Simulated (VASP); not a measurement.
A run of VASP 6.6.1 is set up as follows.

The input INCAR:

```
SYSTEM = AlN
  ALGO = Normal
  EDIFF = 1E-7
  ENCUT = 520
  GGA = PE
  ISIF = 2
  ISMEAR = 0
  LASPH = .True.
  LCHARG = .False.
  LREAL = .False.
  LWAVE = .False.
  NBANDS = 11
  NELM = 80
  PREC = Accurate
  SIGMA = 0.05
```

Contents of KPOINTS:

```
k-points
0
Gamma
  10 10 10
  0 0 0
```

POSCAR

```
AlN
1.0
    0.0000000000      2.1839935596      2.1839935596
    2.1839935596      0.0000000000      2.1839935596
    2.1839935596      2.1839935596      0.0000000000
Al N
1 1
Direct
   -0.0198266474     -0.0198266474     -0.0198266474
    0.7500000000      0.7500000000      0.7500000000
```

Potentials or basis: VASP PAW PBE potentials, release 64 (Al, N).

Run with:

```console
$ cat potpaw_PBE.64/Al/POTCAR potpaw_PBE.64/N/POTCAR > POTCAR
$ mpirun -np 1 vasp_std > vasp.out
```

Question: Predict the pressure.

Answer: 8.2 GPa.

Question: Estimate the largest force.

Answer: 3.166 eV/Å.

Forces in eV/Å, atoms in the order of the input:
```
Al   1.828  1.828  1.828
N   -1.828 -1.828 -1.828
```

Caveat: the cell differs from its parent crystal (all Al atoms moved -0.150 Å, as atom 1 along Cartesian [1 1 1]); forces of over 1 eV/Å act on the atoms, so gaps and moduli don't describe the material at rest.
